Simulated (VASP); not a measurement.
Wanted: the native input for a VASP 6.6.1 run.

| Property | Result |
| --- | --- |
| Task | single point |
| Functional | PBE |
| Potentials or basis | VASP PAW PBE potentials, release 64 (Co) |
| Cutoff | 520 eV |
| k mesh | 15 × 15 × 8 |
| Occupations | fermi-dirac, width 0.08 eV |
| Spin | collinear spin, ferromagnetic start |
| Starting moments | [1.39, 1.39] μB |
| Fixed moment | 2.78 μB |
| Dipole correction | no |
| Further INCAR settings | ALGO = Normal; EDIFF = 1e-07; NBANDS = 20 |

The structure of Co lies in POSCAR:

```
Co
1.0
    2.4873648738      0.0000000000      0.0000000000
   -1.2436824369      2.1541211692      0.0000000000
    0.0000000000      0.0000000000      4.0632895034
Co
2
Direct
    0.6666666667      0.3333333333      0.2598610000
    0.3333333333      0.6666666667      0.7401390000
```

These files were run (other wordings do the same):

INCAR

```
ALGO     = Normal         # electronic algorithm
EDIFF    = 1E-7           # SCF threshold, eV
ENCUT    = 520            # plane-wave cutoff, eV
GGA      = PE             # functional
ISIF     = 2              # what is computed and relaxed
ISMEAR   = -1             # smearing method
ISPIN    = 2              # spin polarisation
LASPH    = True           # aspherical terms in the spheres
LCHARG   = False          # write CHGCAR
LMAXMIX  = 4              # l up to which the mixer works
LORBIT   = 11             # projections on sites
LREAL    = False          # projectors in reciprocal space
LWAVE    = False          # write WAVECAR
MAGMOM   = 1.39 1.39      # initial moments
NBANDS   = 20             # bands
NELM     = 150            # most SCF steps
NUPDOWN  = 2.78           # fixed moment
PREC     = Accurate       # precision mode
SIGMA    = 0.08           # smearing width, eV
```

KPOINTS

```
k-points
0
Gamma
  15 15 8
```

Potentials or basis: VASP PAW PBE potentials, release 64 (Co).

Run with:

```bash
$ cat potpaw_PBE.64/Co/POTCAR > POTCAR
$ mpirun -np 1 vasp_std > vasp.out
```

It gave:

* Pressure: -3.2 GPa
* Largest force: 0.560 eV/Å
* Net moment: 2.78 μB per cell
* Site moments: Co +1.41 μB
* Valence electrons inside the program's atomic spheres: Co 8.28

Caveat: the cell stands under tension; the total moment is fixed, so each spin has its own Fermi level.

Run time: 3.8 min on 1 thread of Intel Xeon 8259CL (shared host), peak memory 0.23 GiB.
